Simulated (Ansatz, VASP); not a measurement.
# AgCl: VASP beside Ansatz

```
Ag Cl
1.0
     0.00000    2.77315    2.77315
     2.77315    0.00000    2.77315
     2.77315    2.77315    0.00000
Ag Cl
1 1
Cartesian
  2.7731 2.7731 2.7482
  0.0000 0.0000 0.0000
```

Change from the starting cell: all Ag atoms moved +0.025 Å, as atom 1 towards its neighbour atom 2 (Cl) at 2.773 Å.

Alike in both runs: task single point; functional LDA; k mesh 8 × 8 × 8; occupations gaussian, width 0.05 eV; no spin polarisation.

|  | VASP | Ansatz |
| --- | --- | --- |
| version | VASP 6.6.1 | Ansatz 0.2.0 |
| potentials or method | VASP PAW LDA potentials, release 64 (Ag, Cl), cutoff 520 eV | scalar-relativistic, plane waves, PAW |
| valence electrons in the cell | 18 | 26 |

```csv
,VASP,Ansatz,Ansatz less VASP
gap on the k mesh at the Fermi level (eV),0.64,0.62,-0.028
least direct gap on the mesh (eV),2.90,2.88,-0.028
pressure (GPa),-5.6,-5.6,0.00
rms of the force components (eV/Å),0.008,0.008,-0.0002
```

LDA's correlation is that of Perdew and Zunger in VASP and of Perdew and Wang (1992) in Ansatz. Atom by atom the forces differ by 0.000 eV/Å (rms over components). VASP's potentials hold 18 valence electrons a cell and Ansatz's 26, so a difference there can come from the potentials and not from the codes.
